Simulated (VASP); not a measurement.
Write the native input for VASP 6.6.1 that does the following.

| Item | Value |
| --- | --- |
| Task | single point |
| Functional | PBE |
| Potentials or basis | VASP PAW PBE potentials, release 64 (B, Mo_sv, P) |
| Cutoff | 520 eV |
| k mesh | 4 × 4 × 4 |
| Occupations | gaussian, width 0.2 eV |
| Spin | no spin polarisation |
| Dipole correction | no |
| Further INCAR settings | ALGO = Normal; EDIFF = 1e-07; NBANDS = 32 |

The structure of B3MoP4 lies in POSCAR:

```
B3MoP4
1.0
    4.8308872181      0.0000000000      0.0000000000
    0.0000000000      4.8308872181      0.0000000000
    0.0000000000      0.0000000000      4.8308872181
B Mo P
3 1 4
Direct
    0.5000000000      0.0000000000      0.0000000000
    1.0000000000      0.5000000000      1.0000000000
    0.0000000000      0.0000000000      0.5000000000
    0.5000000000      0.5000000000      0.5000000000
    0.2301874029      0.2301874029      0.2301874029
    0.7698125971      0.7698125971      0.2301874029
    0.7698125971      0.2301874029      0.7698125971
    0.2301874029      0.7698125971      0.7698125971
```

These files were run (other wordings do the same):

INCAR

```
  PREC = Accurate
  ENCUT = 520
  EDIFF = 1E-7
  ISMEAR = 0
  SIGMA = 0.2
  LREAL = False
  LASPH = True
  NELM = 60
  ALGO = Normal
  ISIF = 2
  LWAVE = False
  LCHARG = True
  GGA = PE
  LELF = True
  LVHAR = True
  NBANDS = 32
```

KPOINTS

```
Automatic mesh
0
Gamma
  4 4 4
```

Potentials or basis: VASP PAW PBE potentials, release 64 (B, Mo_sv, P).

Launch:

```bash
$ cat potpaw_PBE.64/B/POTCAR potpaw_PBE.64/Mo_sv/POTCAR potpaw_PBE.64/P/POTCAR > POTCAR
$ mpirun -np 1 vasp_std > vasp.out
```

Results of the run:

The pressure is -0.1 GPa. The largest force is 0.013 eV/Å. The band gap on the k mesh is zero (an odd number of electrons rules out a gap without spin polarisation).

Caveat: an odd number of electrons without spin polarisation forces a metal; a magnetic or distorted state may lie lower.

Run time: 42 s on 1 thread of Intel(R) Xeon(R) Platinum 8375C CPU @ 2.90GHz (Ice Lake) (shared host), peak memory 0.2 GiB.
